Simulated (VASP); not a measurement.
Wanted: the native input for a VASP 6.6.1 run.

```yaml
Task: single point
Functional: PBEsol
Potentials_or_basis: VASP PAW PBE potentials, release 64 (Al, Ga_d, N)
Cutoff: 520 eV
k_mesh: 8 × 8 × 4
Occupations: gaussian, width 0.02 eV
Spin: no spin polarisation
Dipole_correction: no
Further_INCAR_settings: ALGO = Normal; EDIFF = 1e-06; NBANDS = 46
```

The structure of Al2GaN3 lies in POSCAR:

```
Al2GaN3
1.0
    5.5739084657     -1.5257315579      0.0075184438
    5.5739084657      1.5257315579      0.0075184438
   -1.8320295111      0.0000000000      6.9734580581
Al Ga N
4 2 6
Direct
    0.9444642484      0.9444642484      0.3890256077
    0.8891663917      0.8891663917      0.7762516077
    0.2236412520      0.2236412520      0.4443502745
    0.5539993694      0.5539993694      0.1130685914
    0.2769849494      0.2769849494      0.0576966494
    0.6095544603      0.6095544603      0.7217002034
    0.1471774630      0.1471774630      0.1852511509
    0.4814203388      0.4814203388      0.8528682953
    0.8183798499      0.8183798499      0.5149956697
    0.7643814370      0.7643814370      0.9016683141
    0.0954530410      0.0954530410      0.5646387622
    0.4307421990      0.4307421990      0.2432858635
```

The input as run:

INCAR

```
SYSTEM = Al2GaN3
PREC = Accurate
ENCUT = 520
EDIFF = 1E-6
ISMEAR = 0
SIGMA = 0.02
LREAL = .FALSE.
LASPH = .TRUE.
NELM = 60
ALGO = Normal
ISIF = 2
LWAVE = .FALSE.
LCHARG = .TRUE.
GGA = PS
LELF = .TRUE.
LVHAR = .TRUE.
NBANDS = 46
```

KPOINTS

```
regular mesh
0
G
  8 8 4
  0 0 0
```

Potentials or basis: VASP PAW PBE potentials, release 64 (Al, Ga_d, N).

Run with:

```bash
$ cat potpaw_PBE.64/Al/POTCAR potpaw_PBE.64/Ga_d/POTCAR potpaw_PBE.64/N/POTCAR > POTCAR
$ mpirun -np 1 vasp_std > vasp.out
```

Results of the run:

```yaml
Pressure: 20.0 GPa
Largest_force: 0.034 eV/Å
Band_gap_on_the_k_mesh: 3.94 eV
```

Caveat: the cell stands under pressure; the PAW data sets were made with another functional, which shifts forces and pressure a little.

Run time: 23 min on 1 thread of Oxide Virtual Turin-like Processor, on a shared host, peak memory 0.53 GiB.
